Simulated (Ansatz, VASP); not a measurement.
One calculation of KCl, two programs

```
K Cl
1.0
     0.00000    3.10318    3.10318
     3.10318    0.00000    3.10318
     3.10318    3.10318    0.00000
K Cl
1 1
Direct
  0.00000 0.00000 0.00000
  0.50000 0.50000 0.50000
```

Alike in both runs: task single point; functional PBE; k mesh 8 × 8 × 8; occupations gaussian, width 0.05 eV; no spin polarisation.

```csv
,VASP,Ansatz
version,VASP 6.6.1,Ansatz 0.2.0
potentials or method,"VASP PAW PBE potentials, release 64 (K_sv, Cl), cutoff 520 eV","scalar-relativistic, plane waves, PAW"
valence electrons in the cell,16,16
```

Ansatz gave:

```
gap on the k mesh at the Fermi level (eV) : 5.34
least direct gap on the mesh (eV)         : 5.34
pressure (GPa)                            : 1.7
```

Q: Which values does VASP return?

A: gap on the k mesh at the Fermi level (eV): 5.33; least direct gap on the mesh (eV): 5.33; pressure (GPa): 1.7.

With one functional, cell and mesh, what is left measures potentials, basis and numerics.
